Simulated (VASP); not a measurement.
Wanted: the native input for a VASP 6.6.1 run.

```
Task                   : single point
Functional             : revPBE
Potentials or basis    : VASP PAW PBE potentials, release 64 (Au)
Cutoff                 : 520 eV
k mesh                 : 21 × 21 × 21
Occupations            : fermi-dirac, width 0.1 eV
Spin                   : no spin polarisation
Dipole correction      : no
Further INCAR settings : ALGO = Normal; EDIFF = 1e-06; NBANDS = 12
```

The structure of Au lies in POSCAR:

```
Au
1.0
    0.0000000000      2.0927495231      2.0927495231
    2.0927495231      0.0000000000      2.0927495231
    2.0927495231      2.0927495231      0.0000000000
Au
1
Direct
    0.0000000000      0.0000000000      0.0000000000
```

The input as run:

INCAR

```
PREC = Accurate
ENCUT = 520
EDIFF = 1E-6
ISMEAR = -1
SIGMA = 0.1
LREAL = F
LASPH = T
NELM = 80
ALGO = Normal
ISIF = 2
LWAVE = F
LCHARG = F
GGA = RE
NBANDS = 12
```

KPOINTS

```
regular mesh
0
Gamma
  21 21 21
```

Potentials or basis: VASP PAW PBE potentials, release 64 (Au).

The run is started by

```sh
$ cat potpaw_PBE.64/Au/POTCAR > POTCAR
$ mpirun -np 1 vasp_std > vasp.out
```

It gave:

```yaml
Pressure: -0.1 GPa
```

Caveat: the PAW data sets were made with another functional, which shifts forces and pressure a little.

It took 62 s on 1 thread of Intel Xeon 8259CL (shared host), peak memory 0.19 GiB.
